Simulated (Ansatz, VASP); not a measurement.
**Ti in VASP and in Ansatz**

INCAR

```
SYSTEM = Ti
  PREC = Accurate
  ENCUT = 520
  EDIFF = 1E-7
  ISMEAR = 0
  SIGMA = 0.15
  LREAL = .False.
  LASPH = .True.
  NELM = 100
  ALGO = Normal
  ISIF = 2
  LWAVE = .False.
  LCHARG = .False.
  GGA = PE
  NBANDS = 12
```

The input KPOINTS:

```
regular mesh
0
Gamma
  22 22 22
  0 0 0
```

Contents of POSCAR:

```
Ti
1.0
   -1.5357345280      1.5357345280      1.5357345280
    1.5357345280     -1.5357345280      1.5357345280
    1.5357345280      1.5357345280     -1.5357345280
Ti
1
Direct
    0.0000000000      0.0000000000      0.0000000000
```

Input for Ansatz:

```yaml
crystal:
  lattice:
    - [-1.535734528, 1.535734528, 1.535734528]
    - [1.535734528, -1.535734528, 1.535734528]
    - [1.535734528, 1.535734528, -1.535734528]
  atoms:
    - { symbol: Ti, position: [0.0, 0.0, 0.0] }
basis:
  ecutwfc: 520.0
kpoints:
  mp_grid: { grid: [22, 22, 22] }
hamiltonian:
  xc: pbe
  pseudopotentials: { kind: paw, azcp: { folder: soft_1 } }
scf:
  occupations: { method: gaussian, width: 0.15 }
output:
  forces: true
  stress: true
  eigenvalues: true
```

Alike in both runs: task single point; functional PBE; k mesh 22 × 22 × 22; occupations gaussian, width 0.15 eV; no spin polarisation.

|  | VASP | Ansatz |
| --- | --- | --- |
| version | VASP 6.6.1 | Ansatz 0.2.0 |
| potentials or method | VASP PAW PBE potentials, release 64 (Ti_sv), cutoff 520 eV | scalar-relativistic, plane waves, PAW |
| valence electrons in the cell | 12 | 12 |

```csv
,VASP,Ansatz,Ansatz less VASP
gap on the k mesh at the Fermi level (eV),none,none,-
pressure (GPa),24.2,24.7,+0.52
```

A gap of «none» marks a metal or a gap that the smearing closes.
